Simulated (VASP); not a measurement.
Wanted: the native input for a VASP 6.6.1 run.

```yaml
Task: single point
Functional: PBE
Potentials_or_basis: VASP PAW PBE potentials, release 64 (Hf_pv, Ti_sv, O)
Cutoff: 520 eV
k_mesh: 6 × 6 × 4
Occupations: gaussian, width 0.02 eV
Spin: no spin polarisation
Dipole_correction: no
Further_INCAR_settings: ALGO = Normal; EDIFF = 1e-06; NBANDS = 57
```

The structure of Hf3TiO8 lies in POSCAR:

```
Hf3TiO8
1.0
    3.4049348717     -3.4105026156      0.0000000000
    3.4049348717      3.4105026156      0.0000000000
    0.0000000000      0.0000000000      6.3495817497
Hf Ti O
3 1 8
Direct
    0.5000000000      0.5000000000      0.0000000000
    0.0000000000      0.0000000000      0.2545835473
    0.0000000000      0.0000000000      0.7454164527
    0.5000000000      0.5000000000      0.5000000000
    0.3094728116      0.6905271884      0.2619134704
    0.3094728116      0.6905271884      0.7380865296
    0.8054824186      0.8054824186      0.0000000000
    0.7957987735      0.7957987735      0.5000000000
    0.1945175814      0.1945175814      0.0000000000
    0.2042012265      0.2042012265      0.5000000000
    0.6905271884      0.3094728116      0.2619134704
    0.6905271884      0.3094728116      0.7380865296
```

These files were run (other wordings do the same):

INCAR

```
  PREC = Accurate
  ENCUT = 520
  EDIFF = 1E-6
  ISMEAR = 0
  SIGMA = 0.02
  LREAL = F
  LASPH = T
  NELM = 80
  ALGO = Normal
  ISIF = 2
  LWAVE = F
  LCHARG = F
  GGA = PE
  NBANDS = 57
```

KPOINTS

```
Automatic mesh
0
Gamma
  6 6 4
```

Potentials or basis: VASP PAW PBE potentials, release 64 (Hf_pv, Ti_sv, O).

Launch:

```console
$ cat potpaw_PBE.64/Hf_pv/POTCAR potpaw_PBE.64/Ti_sv/POTCAR potpaw_PBE.64/O/POTCAR > POTCAR
$ mpirun -np 1 vasp_std > vasp.out
```

Results of the run:

* Pressure: -2.0 GPa
* Largest force: 0.230 eV/Å
* Band gap on the k mesh: 2.49 eV (least direct gap 2.49 eV)

Caveat: spin-orbit coupling is left out, which moves the levels of the heavy elements.

It took 5.9 min on 1 thread of AMD EPYC 7R13 Processor (Zen 3), with other jobs on the host, peak memory 0.38 GiB.
